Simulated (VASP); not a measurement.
Wanted: the native input for a VASP 6.6.1 run.

- Task: single point
- Functional: PBE
- Dispersion: D3(BJ)
- Potentials or basis: VASP PAW PBE potentials, release 64 (Mo_sv, S)
- Cutoff: 500 eV
- k mesh: 12 × 12 × 4
- Occupations: gaussian, width 0.05 eV
- Spin: no spin polarisation
- Dipole correction: no
- Further INCAR settings: ALGO = Normal; EDIFF = 1e-06; NBANDS = 20

The structure of MoS2 lies in POSCAR:

```
MoS2
1.0
    3.1779315830      0.0000000000      0.0000000000
   -1.5889657915      2.7521694823      0.0000000000
    0.0000000000      0.0000000000      6.5262002988
Mo S
1 2
Direct
    0.0000000000      0.0000000000      0.0000000000
    0.3333333333      0.6666666667      0.2232580192
    0.3333333333      0.6666666667      0.7767419808
```

This cell differs from its parent crystal: c/a of the conventional cell at fixed volume 2.0536.

One way to write it, as run:

INCAR

```
SYSTEM = MoS2
  PREC = Accurate
  ENCUT = 500
  EDIFF = 1E-6
  ISMEAR = 0
  SIGMA = 0.05
  LREAL = .FALSE.
  LASPH = .TRUE.
  NELM = 120
  ALGO = Normal
  ISIF = 2
  LWAVE = .FALSE.
  LCHARG = .FALSE.
  GGA = PE
  IVDW = 12
  NBANDS = 20
  GGA_COMPAT = .FALSE.
```

KPOINTS

```
Automatic mesh
0
G
  12 12 4
  0 0 0
```

Potentials or basis: VASP PAW PBE potentials, release 64 (Mo_sv, S).

Run with:

```bash
$ cat potpaw_PBE.64/Mo_sv/POTCAR potpaw_PBE.64/S/POTCAR > POTCAR
$ mpirun -np 1 vasp_std > vasp.out
```

It gave:

| Property | Result |
| --- | --- |
| Pressure | 8.5 GPa |
| Largest force | 2.167 eV/Å |
| Band gap on the k mesh | 0.43 eV, indirect (least direct gap 1.47 eV) |
| Dispersion energy per atom | -0.398 eV |

Caveat: forces of over 1 eV/Å act on the atoms, so gaps and moduli don't describe the material at rest.

It took 33 s on 1 thread of Intel Xeon 6975P-C (shared host), peak memory 0.21 GiB.
